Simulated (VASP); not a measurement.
# Li (R-3m) in VASP: notebook, part 2 of 2

VASP 6.6.1. The steps go on from the part before.

**3. Single point, PBE**

This run uses another cell than the first one, of the same volume but with other edges.

Input file INCAR:

```
PREC = Accurate
ENCUT = 520
EDIFF = 1E-6
ISMEAR = 0
SIGMA = 0.15
LREAL = False
LASPH = True
NELM = 60
ALGO = Fast
ISIF = 2
LWAVE = False
LCHARG = False
GGA = PE
NBANDS = 8
```

Input file KPOINTS:

```
regular mesh
0
Gamma
  22 22 22
```

Input file POSCAR:

```
Li
1.0
   -2.3515016846      1.7982071706      1.7982071706
    1.7982071706     -2.3515016846      1.7982071706
    1.7982071706      1.7982071706     -2.3515016846
Li
1
Direct
    0.0000000000      0.0000000000      0.0000000000
```

Potentials or basis: VASP PAW PBE potentials, release 64 (Li_sv).

The run is started by

```console
$ cat potpaw_PBE.64/Li_sv/POTCAR > POTCAR
$ mpirun -np 1 vasp_std > vasp.out
```

OUTCAR:

```text
PREC = Accurate
   ENCUT = 520
   EDIFF = 1E-6
   ISMEAR = 0
   LREAL = False
   LASPH = True
   NELM = 60
   ISIF = 2
   GGA = PE

 ion  position               nearest neighbor table
   1  0.000  0.000  0.000-

  LATTYP: Found a trigonal (rhomboedric) cell.
 ALAT       =     3.4636192385
 COS(alpha) =    -0.4354066986

  Lattice vectors:

 A1 = (  -2.3515016846,   1.7982071706,   1.7982071706)
 A2 = (   1.7982071706,  -2.3515016846,   1.7982071706)
 A3 = (   1.7982071706,   1.7982071706,  -2.3515016846)

Analysis of symmetry for initial positions (statically):
=====================================================================
 Subroutine PRICEL returns:
 Original cell was already a primitive cell.

 Routine SETGRP: Setting up the symmetry group for a
 trigonal (rhombohedral) supercell.

 Subroutine GETGRP returns: Found 12 space group operations
 (whereof 12 operations were pure point group operations)
 out of a pool of 12 trial point group operations.

The static configuration has the point symmetry D_3d.

Analysis of symmetry for dynamics (positions and initial velocities):
=====================================================================
 Subroutine PRICEL returns:
 Original cell was already a primitive cell.

 Routine SETGRP: Setting up the symmetry group for a
 trigonal (rhombohedral) supercell.

 Subroutine GETGRP returns: Found 12 space group operations
 (whereof 12 operations were pure point group operations)
 out of a pool of 12 trial point group operations.

The dynamic configuration has the point symmetry D_3d.

 Subroutine INISYM returns: Found 12 space group operations
 (whereof 12 operations are pure point group operations),
 and found     1 'primitive' translations

----------------------------------------------------------------------------------------

                                     Primitive cell

  volume of cell :      21.4375

[... 109 lines left out ...]
  Thomas-Fermi vector in A             =   1.965845
   LORBIT       =      0    0 simple, 1 ext, 2 COOP (PROOUT), +10 PAW based schemes
   GGA     = PE    functional components
   LHFCALC =     F    Hartree Fock is set to
   AEXX    =    0.0000 exact exchange contribution
   IVDW    =     0    specifies the selected vdW correction
   LEPSILON=     F    determine dielectric tensor
   LRPA    =     F    only Hartree local field effects (RPA)
 non-spin polarized calculation
 RMM-DIIS sequential band-by-band and
 Gauss-broadening in eV      SIGMA  =   0.15
  energy-cutoff  :      520.00
  volume of cell :       21.44
 maximum number of plane-waves:       594
 NGX is ok and might be reduce to    28

 number of electron       3.0000000 magnetization

 Free energy of the ion-electron system (eV)
  ---------------------------------------------------
  ext. energy  EPLUGINS =         0.00000000
  ---------------------------------------------------
  free energy    TOTEN  =        -1.47246478 eV

  energy without entropy =       -1.46868748  energy(sigma->0) =       -1.47057613

 E-fermi :   0.5192     XC(G=0):  -6.9028

 val. band max:        0.5008959026   @ k =  -0.4545   0.3636   0.2727
 cond. band min:       0.5226746055   @ k =   0.4091   0.4091   0.2727
 fundamental gap:      0.0217787029
 Fermi energy:         0.5192366347

 k-point     1 :       0.0000    0.0000    0.0000
  band No.  band energies     occupation
      1     -47.0771      2.00000
      2      -2.9333      2.00000
      3       8.8289      0.00000
      4       8.8289      0.00000
      5      13.1700      0.00000
      6      13.1700      0.00000
      7      14.2535      0.00000
      8      16.4856      0.00000
[... 243 lines left out ...]
 k-point    24 :      -0.4545    0.0455    0.0000
  band No.  band energies     occupation
      1     -46.9145      2.00000
      2       1.8673      0.00000
      3       7.2559      0.00000
      4      10.2655      0.00000
      5      10.6066      0.00000
      6      15.7082      0.00000
      7      15.8765      0.00000
      8      18.1382      0.00000

 [... further k-points ...]

------------------------ aborting loop because EDIFF is reached ----------------------------------------

  FORCE on cell =-STRESS in cart. coord.  units (eV):
  Direction    XX          YY          ZZ          XY          YZ          ZX
  --------------------------------------------------------------------------------------
  -------------------------------------------------------------------------------------
  Total        0.0369634      0.0369634      0.0369634      1.0390602      1.0390602      1.0390602
  in kB        2.7625359      2.7625359      2.7625359     77.6563790     77.6563790     77.6563790
  external PRESSURE =       2.7625359 kB  Pullay stress =       0.0000000 kB

 VOLUME and BASIS-vectors are now :
 -----------------------------------------------------------------------------
  energy-cutoff  :      520.00
  volume of cell :       21.44
      direct lattice vectors                 reciprocal lattice vectors
    -2.351501685  1.798207171  1.798207171     0.107102561  0.348083322  0.348083322
     1.798207171 -2.351501685  1.798207171     0.348083322  0.107102561  0.348083322
     1.798207171  1.798207171 -2.351501685     0.348083322  0.348083322  0.107102561

 POSITION                                       TOTAL-FORCE (eV/Angst)
 -----------------------------------------------------------------------------------
      0.00000      0.00000      0.00000         0.000000      0.000000      0.000000
 -----------------------------------------------------------------------------------
    total drift:                               -0.000000     -0.000000      0.000000

  FREE ENERGIE OF THE ION-ELECTRON SYSTEM (eV)
  ---------------------------------------------------
  free  energy   TOTEN  =        -1.4724647812 eV

  energy  without entropy=       -1.4686874823  energy(sigma->0) =       -1.47057613
```

OSZICAR:

```text
N       E                     dE             d eps       ncg     rms          rms(c)
DAV:   1     0.325054435478E+00    0.32505E+00   -0.70345E+02 16504   0.259E+02
DAV:   2    -0.144876909394E+01   -0.17738E+01   -0.17514E+01 24296   0.347E+01
DAV:   3    -0.147708296596E+01   -0.28314E-01   -0.28226E-01 18456   0.331E+00
DAV:   4    -0.147757472757E+01   -0.49176E-03   -0.49088E-03 24432   0.356E-01
DAV:   5    -0.147758036905E+01   -0.56415E-05   -0.56394E-05 19232   0.189E-02    0.335E-01
RMM:   6    -0.147432805146E+01    0.32523E-02   -0.28010E-04 23386   0.976E-02    0.202E-01
RMM:   7    -0.147242370636E+01    0.19043E-02   -0.17107E-03 27803   0.211E-01    0.477E-02
RMM:   8    -0.147244645841E+01   -0.22752E-04   -0.19987E-04 26779   0.873E-02    0.857E-03
RMM:   9    -0.147246023118E+01   -0.13773E-04   -0.79732E-05 27686   0.531E-02    0.699E-03
RMM:  10    -0.147246392679E+01   -0.36956E-05   -0.23148E-05 27165   0.290E-02    0.118E-02
RMM:  11    -0.147246478119E+01   -0.85440E-06   -0.72780E-06 25027   0.172E-02
   1 F= -.14724648E+01 E0= -.14705761E+01  d E =-.377730E-02
```

stdout:

```text
POSCAR found type information on POSCAR Li
 POSCAR found :  1 types and       1 ions
 scaLAPACK will be used
 LDA part: xc-table for (Slater+PW92), standard interpolation
 POSCAR, INCAR and KPOINTS ok, starting setup
 FFT: planning ... GRIDC
 FFT: planning ... GRID_SOFT
 FFT: planning ... GRID
 WAVECAR not read
 entering main loop
WARNING in EDDRMM: call to ZHEGV failed, returncode =   8  4      6
WARNING in EDDRMM: call to ZHEGV failed, returncode =   8  4      5
WARNING in EDDRMM: call to ZHEGV failed, returncode =   6  3      5
WARNING in EDDRMM: call to ZHEGV failed, returncode =   6  3      3
WARNING in EDDRMM: call to ZHEGV failed, returncode =   6  3      4
WARNING in EDDRMM: call to ZHEGV failed, returncode =   8  4      4
```

It took 3.5 min on 1 thread of Intel Xeon Platinum 8488C (Sapphire Rapids), shared host; peak memory 0.25 GiB.

Results:

- Free energy: -1.4725 eV
- Band gap on the k mesh: zero (an odd number of electrons rules out a gap without spin polarisation)

Caveat: the cutoff is under 1.25 times the usual one of these potentials, so pressure, stress and relaxed cells hold a basis-set (Pulay) error.

**4. Single point, PBE**

This run uses another cell than the first one, of the same volume but with other edges.

Input file INCAR:

```
SYSTEM = Li
PREC = Accurate
ENCUT = 520
EDIFF = 1E-6
ISMEAR = 0
SIGMA = 0.15
LREAL = .False.
LASPH = .True.
NELM = 60
ALGO = Fast
ISIF = 2
LWAVE = .False.
LCHARG = .True.
GGA = PE
LELF = .True.
LVHAR = .True.
NBANDS = 8
```

Input file KPOINTS:

```
regular mesh
0
Gamma
  22 22 22
  0 0 0
```

Input file POSCAR:

```
Li
1.0
   -1.9397884653      1.7550467067      1.7550467067
    1.7550467067     -1.9397884653      1.7550467067
    1.7550467067      1.7550467067     -1.9397884653
Li
1
Direct
    0.0000000000      0.0000000000      0.0000000000
```

The run is started by

```console
$ cat potpaw_PBE.64/Li_sv/POTCAR > POTCAR
$ mpirun -np 1 vasp_std > vasp.out
```

It took 84 s on 1 thread of Intel Xeon Platinum 8488C (Sapphire Rapids), shared host; peak memory 0.25 GiB.

It converged, with:

| Item | Value |
| --- | --- |
| Free energy | -1.8744 eV |
| Band gap on the k mesh | zero (an odd number of electrons rules out a gap without spin polarisation) |

Levels at points of the mesh, in eV from the Fermi level:
```csv
k point,band 1,band 2,band 3,band 4,band 5
"(0.00, 0.00, 0.00)",-46.68,-3.46,12.56,12.56,16.18
"(0.50, 0.00, 0.00)",-46.65,0.79,3.85,9.41,11.13
"(0.50, 0.50, 0.00)",-46.67,-0.16,2.47,9.00,12.62
"(0.50, 0.50, 0.50)",-46.65,4.75,5.80,5.80,7.70
```

Caveat: the cutoff is under 1.25 times the usual one of these potentials, so pressure, stress and relaxed cells hold a basis-set (Pulay) error.

**5. Single point, PBE**

This run uses another cell than the first one, of the same volume but with other edges.

Input file INCAR:

```
ALGO     = Fast           # electronic algorithm
EDIFF    = 1E-7           # SCF threshold, eV
ENCUT    = 520            # plane-wave cutoff, eV
GGA      = PE             # functional
ISIF     = 2              # what is computed and relaxed
ISMEAR   = 0              # smearing method
LASPH    = True           # aspherical terms in the spheres
LCHARG   = True           # write CHGCAR
LELF     = True           # ELF
LREAL    = False          # projectors in reciprocal space
LVHAR    = True         
LWAVE    = False          # write WAVECAR
NBANDS   = 8              # bands
NELM     = 100            # most SCF steps
PREC     = Accurate       # precision mode
SIGMA    = 0.15           # smearing width, eV
```

Input file KPOINTS:

```
k-points
0
Gamma
  22 22 22
```

Input file POSCAR:

```
Li
1.0
   -1.5370255138      1.7566005872      1.7566005872
    1.7566005872     -1.5370255138      1.7566005872
    1.7566005872      1.7566005872     -1.5370255138
Li
1
Direct
    0.0000000000      0.0000000000      0.0000000000
```

The run is started by

```console
$ cat potpaw_PBE.64/Li_sv/POTCAR > POTCAR
$ mpirun -np 1 vasp_std > vasp.out
```

Wall time 98 s (1 thread of Intel Xeon Platinum 8488C (Sapphire Rapids), shared host); peak memory 0.24 GiB.

It converged, with:

- Free energy: -1.8811 eV
- Band gap on the k mesh: zero (an odd number of electrons rules out a gap without spin polarisation)

Levels at points of the mesh, in eV from the Fermi level:
```csv
k point,band 1,band 2,band 3,band 4,band 5,band 6
"(0.00, 0.00, 0.00)",-46.66,-3.46,12.45,13.91,13.91,16.55
"(0.50, 0.00, 0.00)",-46.65,-0.17,2.49,10.96,12.11,13.98
"(0.50, 0.50, 0.00)",-46.64,0.84,3.85,7.73,11.47,12.74
"(0.50, 0.50, 0.50)",-46.63,5.15,5.15,6.12,7.73,7.73
```

Caveat: the cutoff is under 1.25 times the usual one of these potentials, so pressure, stress and relaxed cells hold a basis-set (Pulay) error.

**6. Single point, PBE**

Input file INCAR:

```
SYSTEM = Li
ALGO = Fast
EDIFF = 1E-6
ENCUT = 520
GGA = PE
ISIF = 2
ISMEAR = 0
LASPH = .True.
LCHARG = .True.
LELF = .True.
LREAL = .False.
LVHAR = .True.
LWAVE = .False.
NBANDS = 8
NELM = 100
PREC = Accurate
SIGMA = 0.15
```

Input file KPOINTS:

```
k-points
0
Gamma
  22 22 22
  0 0 0
```

Input file POSCAR:

```
Li
1.0
   -1.1241605041      1.8084321153      1.8084321153
    1.8084321153     -1.1241605041      1.8084321153
    1.8084321153      1.8084321153     -1.1241605041
Li
1
Direct
    0.0000000000      0.0000000000      0.0000000000
```

Potentials or basis: VASP PAW PBE potentials, release 64 (Li_sv).

The run is started by

```console
$ cat potpaw_PBE.64/Li_sv/POTCAR > POTCAR
$ mpirun -np 1 vasp_std > vasp.out
```

Wall time 1.8 min (1 thread of Intel Xeon Platinum 8488C (Sapphire Rapids), shared host); peak memory 0.24 GiB.

The run converged. Its results:

| Property | Result |
| --- | --- |
| Free energy | -1.7997 eV |
| Band gap on the k mesh | zero (an odd number of electrons rules out a gap without spin polarisation) |

Levels at points of the mesh, in eV from the Fermi level:
| k point | band 1 | band 2 | band 3 | band 4 | band 5 | band 6 | band 7 |
| --- | --- | --- | --- | --- | --- | --- | --- |
| (0.00, 0.00, 0.00) | -46.83 | -3.42 | 11.36 | 11.96 | 11.96 | 14.14 | 14.14 |
| (0.50, 0.00, 0.00) | -46.81 | -0.60 | 1.94 | 13.52 | 14.05 | 16.63 | 18.69 |
| (0.50, 0.50, 0.00) | -46.80 | 2.25 | 4.15 | 5.28 | 8.38 | 15.95 | 21.67 |
| (0.50, 0.50, 0.50) | -46.78 | 5.76 | 5.76 | 7.35 | 8.94 | 8.94 | 11.66 |

Caveat: the cutoff is under 1.25 times the usual one of these potentials, so pressure, stress and relaxed cells hold a basis-set (Pulay) error.

**7. Overview**

| cell | further INCAR settings | gap on the mesh (eV) |
| --- | --- | --- |
| a = 2.848 Å, angles 101.6°, 1 atom | ALGO = Fast; EDIFF = 1e-06; NBANDS = 8 | none |
| a = 3.464 Å, angles 115.8°, 1 atom | ALGO = Fast; EDIFF = 1e-06; NBANDS = 8 | none |
| a = 3.150 Å, angles 112.1°, 1 atom | ALGO = Fast; EDIFF = 1e-06; NBANDS = 8 | none |
| a = 2.921 Å, angles 105.7°, 1 atom | ALGO = Fast; EDIFF = 1e-07; NBANDS = 8 | none |
| a = 2.794 Å, angles 95.9°, 1 atom | ALGO = Fast; EDIFF = 1e-06; NBANDS = 8 | none |

Alike in all rows: task single point; level PBE; potentials or basis VASP PAW PBE potentials, release 64 (Li_sv); no spin polarisation; k mesh 22 × 22 × 22; cutoff (eV) 520; smearing gaussian 0.15 eV.

Caveats: the cutoff is under 1.25 times the usual one of these potentials, so pressure, stress and relaxed cells hold a basis-set (Pulay) error.

Absolute energies hang on the potentials; compare differences alone.

The gap in the log of VASP goes by the Fermi energy; the results here count the filled bands.